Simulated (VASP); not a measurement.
# GaGeO in VASP: a series of runs, part 2 of 3

VASP 6.6.1.

## Step 3: Single point, PBE

This run uses another cell than the first one, of 17.51 Å³/atom.

File INCAR:

```
PREC = Accurate
ENCUT = 520
EDIFF = 1E-6
ISMEAR = 0
SIGMA = 0.1
LREAL = False
LASPH = True
NELM = 80
ALGO = Normal
ISIF = 2
LWAVE = False
LCHARG = False
GGA = PE
NBANDS = 24
```

File KPOINTS:

```
regular mesh
0
Gamma
  6 6 4
```

File POSCAR:

```
GaGeO
1.0
    2.4949751700     -2.5346349500      0.0000000000
    2.4949751700      2.5346349500      0.0000000000
    0.0000000000      0.0000000000      4.1533128100
Ga Ge O
1 1 1
Direct
    0.5000000000      0.5000000000      0.0000000000
    0.5000000000      0.5000000000      0.5000000000
    0.0000000000      0.0000000000      0.0000000000
```

Potentials or basis: VASP PAW PBE potentials, release 64 (Ga_d, Ge_d, O).

Command:

```console
cat potpaw_PBE.64/Ga_d/POTCAR potpaw_PBE.64/Ge_d/POTCAR potpaw_PBE.64/O/POTCAR > POTCAR
mpirun -np 1 vasp_std > vasp.out
```

OUTCAR:

```text
PREC = Accurate
   ENCUT = 520
   EDIFF = 1E-6
   ISMEAR = 0
   LREAL = False
   LASPH = True
   NELM = 80
   ISIF = 2
   GGA = PE

 ion  position               nearest neighbor table
   1  0.500  0.500  0.000-   2 2.08   2 2.08
   2  0.500  0.500  0.500-   1 2.08   1 2.08
   3  0.000  0.000  0.000-

  LATTYP: Found a base centered orthorhombic cell.
 ALAT       =     4.9899503400
 B/A-ratio  =     1.0158958616
 C/A-ratio  =     0.8323354998

  Lattice vectors:

 A1 = (   2.4949751700,  -2.5346349500,   0.0000000000)
 A2 = (   2.4949751700,   2.5346349500,   0.0000000000)
 A3 = (   0.0000000000,   0.0000000000,   4.1533128100)

Analysis of symmetry for initial positions (statically):
=====================================================================
 Subroutine PRICEL returns:
 Original cell was already a primitive cell.

 Routine SETGRP: Setting up the symmetry group for a
 base centered orthorhombic supercell.

 Subroutine GETGRP returns: Found  8 space group operations
 (whereof  8 operations were pure point group operations)
 out of a pool of  8 trial point group operations.

The static configuration has the point symmetry D_2h.

Analysis of symmetry for dynamics (positions and initial velocities):
=====================================================================
 Subroutine PRICEL returns:
 Original cell was already a primitive cell.

 Routine SETGRP: Setting up the symmetry group for a
 base centered orthorhombic supercell.

 Subroutine GETGRP returns: Found  8 space group operations
 (whereof  8 operations were pure point group operations)
 out of a pool of  8 trial point group operations.

The dynamic configuration has the point symmetry D_2h.

 Subroutine INISYM returns: Found  8 space group operations
 (whereof  8 operations are pure point group operations),
 and found     1 'primitive' translations

----------------------------------------------------------------------------------------

                                     Primitive cell

  volume of cell :      52.5299

  direct lattice vectors                    reciprocal lattice vectors
     2.494975170 -2.534634950  0.000000000     0.200402796 -0.197267066  0.000000000
     2.494975170  2.534634950  0.000000000     0.200402796  0.197267066  0.000000000
     0.000000000  0.000000000  4.153312810     0.000000000  0.000000000  0.240771655

  length of vectors
     3.556581987  3.556581987  4.153312810     0.281203798  0.281203798  0.240771655

  position of ions in fractional coordinates (direct lattice)
     0.500000000  0.500000000  0.000000000
     0.500000000  0.500000000  0.500000000
     0.000000000  0.000000000  0.000000000

  ion indices of the primitive-cell ions
   primitive index   ion index
                 1           1
                 2           2
                 3           3

----------------------------------------------------------------------------------------

 KPOINTS: regular mesh

Automatic generation of k-mesh.
 Grid dimensions read from file:
 generate k-points for:    6    6    4

 Generating k-lattice:

  Cartesian coordinates                     Fractional coordinates (reciprocal lattice)
     0.033400466 -0.032877844  0.000000000     0.166666667  0.000000000  0.000000000
     0.033400466  0.032877844  0.000000000     0.000000000  0.166666667  0.000000000
     0.000000000  0.000000000  0.060192914     0.000000000  0.000000000  0.250000000

  Length of vectors
     0.046867300  0.046867300  0.060192914

  Shift w.r.t. Gamma in fractional coordinates (k-lattice)
     0.000000000  0.000000000  0.000000000

 Subroutine IBZKPT returns following result:
 ===========================================

 Found     39 irreducible k-points:

 Following reciprocal coordinates:
            Coordinates               Weight
  0.000000  0.000000  0.000000      1.000000
  0.166667  0.000000  0.000000      4.000000
  0.333333  0.000000  0.000000      4.000000
  0.500000 -0.000000  0.000000      2.000000
  0.166667  0.166667  0.000000      2.000000
  0.333333  0.166667  0.000000      4.000000
[... 16 lines left out ...]
  0.333333  0.333333  0.250000      4.000000
  0.500000  0.333333  0.250000      8.000000
 [... further k-points ...]
   k-points           NKPTS =     39   k-points in BZ     NKDIM =     39   number of bands    NBANDS=     24
   number of dos      NEDOS =    301   number of ions     NIONS =      3
   total plane-waves  NPLWV =  25088
   dimension x,y,z NGX =    28 NGY =   28 NGZ =   32
   dimension x,y,z NGXF=    56 NGYF=   56 NGZF=   64
   ions per type =               1   1   1
   NGX,Y,Z   is equivalent  to a cutoff of  13.09, 13.09, 12.81 a.u.
   NGXF,Y,Z  is equivalent  to a cutoff of  26.18, 26.18, 25.62 a.u.
 SYSTEM =  unknown system
   PREC   = accura    normal or accurate (medium, high low for compatibility)
   ISTART =      0    job   : 0-new  1-cont  2-samecut
   ICHARG =      2    charge: 1-file 2-atom 10-const
   ISPIN  =      1    spin polarized calculation?
   LNONCOLLINEAR =      F non collinear calculations
   LSORBIT =      F    spin-orbit coupling
   LASPH  =      T    aspherical Exc in radial PAW
   ENCUT  =  520.0 eV  38.22 Ry    6.18 a.u.   6.61  6.61  7.72*2*pi/ulx,y,z
   NELM   =     80;   NELMIN=  2; NELMDL= -5     # of ELM steps
   EDIFF  = 0.1E-05   stopping-criterion for ELM
   LREAL  =      F    real-space projection
   EDIFFG = 0.1E-04   stopping-criterion for IOM
   NSW    =      0    number of steps for IOM
   IBRION =     -1    ionic relax: 0-MD 1-quasi-New 2-CG
   NFREE  =      0    steps in history (QN), initial steepest desc. (CG)
   ISIF   =      2    stress and relaxation
   ISYM   =      2    0-nonsym 1-usesym 2-fastsym
   POTIM  = 0.5000    time-step for ionic-motion
   TEBEG  =    0.0;   TEEND  =   0.0 temperature during run
   PSTRESS=    0.0 pullay stress
   NELECT =      33.0000    total number of electrons
   NUPDOWN=      -1.0000    fix difference up-down
   EMIN   =  10.00;   EMAX   =-10.00  energy-range for DOS
   EFERMI =   0.00;   METHOD = LEGACY
   ISMEAR =     0;   SIGMA  =   0.10  broadening in eV -4-tet -1-fermi 0-gaus
   EFERMI_NEDOS =   21; number of points for ismear=-14 and -15
   IALGO  =     38    algorithm
   IMIX   =      4    mixing-type and parameters
     AMIX     =   0.40;   BMIX     =  1.00
     AMIX_MAG =   1.60;   BMIX_MAG =  1.00
  volume/ion in A,a.u.               =      17.51       118.16
  Fermi-wavevector in a.u.,A,eV,Ry     =   1.402095  2.649575 26.747283  1.965870
  Thomas-Fermi vector in A             =   2.524891
   LORBIT       =      0    0 simple, 1 ext, 2 COOP (PROOUT), +10 PAW based schemes
   GGA     = PE    functional components
   LHFCALC =     F    Hartree Fock is set to
   AEXX    =    0.0000 exact exchange contribution
   IVDW    =     0    specifies the selected vdW correction
   LEPSILON=     F    determine dielectric tensor
   LRPA    =     F    only Hartree local field effects (RPA)
 non-spin polarized calculation
 Gauss-broadening in eV      SIGMA  =   0.10
  energy-cutoff  :      520.00
  volume of cell :       52.53
 maximum number of plane-waves:      1434
 NGX is ok and might be reduce to    28
   NGX = 13   NGY = 13   NGZ = 15

 number of electron      33.0000002 magnetization

 Free energy of the ion-electron system (eV)
  ---------------------------------------------------
  ext. energy  EPLUGINS =         0.00000000
  ---------------------------------------------------
  free energy    TOTEN  =       -10.30938479 eV

  energy without entropy =      -10.29855937  energy(sigma->0) =      -10.30397208

 E-fermi :   3.6976     XC(G=0): -10.2291

 val. band max:        3.6898686053   @ k =   0.3333   0.1667   0.2500
 cond. band min:       3.7582468125   @ k =   0.0000   0.0000   0.0000
 fundamental gap:      0.0683782072
 Fermi energy:         3.6976173348

 k-point     1 :       0.0000    0.0000    0.0000
  band No.  band energies     occupation
      1     -21.6423      2.00000
      2     -21.5557      2.00000
      3     -21.5351      2.00000
      4     -21.4910      2.00000
      5     -21.4848      2.00000
      6     -13.0524      2.00000
[... 16 lines left out ...]
     23      14.1713      0.00000
     24      16.0084      0.00000
[... 598 lines left out ...]
      2     -21.5423      2.00000
      3     -21.5352      2.00000
      4     -21.4910      2.00000
      5     -21.4848      2.00000
      6     -12.7986      2.00000
[... 16 lines left out ...]
     23      15.7936      0.00000
     24      16.4142      0.00000

 [... further k-points ...]

------------------------ aborting loop because EDIFF is reached ----------------------------------------

  FORCE on cell =-STRESS in cart. coord.  units (eV):
  Direction    XX          YY          ZZ          XY          YZ          ZX
  --------------------------------------------------------------------------------------
  -------------------------------------------------------------------------------------
  Total       -5.7082731     -5.5666645     20.0956857      0.0000000      0.0000000      0.0000000
  in kB     -174.1041158   -169.7850119    612.9247059      0.0000000      0.0000000      0.0000000
  external PRESSURE =      89.6785261 kB  Pullay stress =       0.0000000 kB

 VOLUME and BASIS-vectors are now :
 -----------------------------------------------------------------------------
  energy-cutoff  :      520.00
  volume of cell :       52.53
      direct lattice vectors                 reciprocal lattice vectors
     2.494975170 -2.534634950  0.000000000     0.200402796 -0.197267066  0.000000000
     2.494975170  2.534634950  0.000000000     0.200402796  0.197267066  0.000000000
     0.000000000  0.000000000  4.153312810     0.000000000  0.000000000  0.240771655

 POSITION                                       TOTAL-FORCE (eV/Angst)
 -----------------------------------------------------------------------------------
      2.49498      0.00000      0.00000         0.000000     -0.000000      0.000000
      2.49498      0.00000      2.07666         0.000000      0.000000      0.000000
      0.00000      0.00000      0.00000        -0.000000     -0.000000      0.000000
 -----------------------------------------------------------------------------------
    total drift:                                0.000000      0.000000      0.000000

  FREE ENERGIE OF THE ION-ELECTRON SYSTEM (eV)
  ---------------------------------------------------
  free  energy   TOTEN  =       -10.3093847895 eV

  energy  without entropy=      -10.2985593683  energy(sigma->0) =      -10.30397208
```

OSZICAR:

```text
N       E                     dE             d eps       ncg     rms          rms(c)
DAV:   1     0.242888799919E+03    0.24289E+03   -0.15696E+04  2192   0.301E+03
DAV:   2     0.256220742600E+02   -0.21727E+03   -0.20333E+03  1976   0.654E+02
DAV:   3    -0.110727401198E+02   -0.36695E+02   -0.36141E+02  2136   0.153E+02
DAV:   4    -0.124827639903E+02   -0.14100E+01   -0.14091E+01  2224   0.342E+01
DAV:   5    -0.125077673172E+02   -0.25003E-01   -0.25003E-01  2168   0.479E+00    0.915E+00
DAV:   6    -0.116091821645E+02    0.89859E+00   -0.90042E+00  2640   0.232E+01    0.102E+01
DAV:   7    -0.104145292942E+02    0.11947E+01   -0.34233E+00  2528   0.162E+01    0.230E+00
DAV:   8    -0.103156160528E+02    0.98913E-01   -0.40073E-01  2176   0.449E+00    0.808E-01
DAV:   9    -0.103125694613E+02    0.30466E-02   -0.50732E-02  2360   0.154E+00    0.422E-01
DAV:  10    -0.103092782036E+02    0.32913E-02   -0.72686E-03  2624   0.103E+00    0.879E-02
DAV:  11    -0.103093789786E+02   -0.10077E-03   -0.81691E-04  2128   0.252E-01    0.206E-02
DAV:  12    -0.103093822774E+02   -0.32989E-05   -0.76935E-05  2344   0.118E-01    0.146E-02
DAV:  13    -0.103093845172E+02   -0.22397E-05   -0.11201E-05  2520   0.402E-02    0.238E-03
DAV:  14    -0.103093847895E+02   -0.27227E-06   -0.13844E-06  1552   0.194E-02
   1 F= -.10309385E+02 E0= -.10303972E+02  d E =-.108254E-01
```

It took 96 s on 1 thread of Intel Xeon 8259CL, shared host; peak memory 0.2 GiB.

Results:

```
Free energy            : -10.3094 eV
Pressure               : 9.0 GPa
Band gap on the k mesh : zero (an odd number of electrons rules out a gap without spin polarisation)
```

Stress tensor (GPa, compression positive):
```
-17.41   0.00   0.00
  0.00 -16.98   0.00
  0.00   0.00  61.29
```

Caveat: the k points lie up to 0.38 Å⁻¹ apart, too coarse for converged energies and pressures of a metal; an odd number of electrons without spin polarisation forces a metal; a magnetic or distorted state may lie lower.

(Continued in part 3 of 3.)

The gap in the log of VASP goes by the Fermi energy; the results here count the filled bands.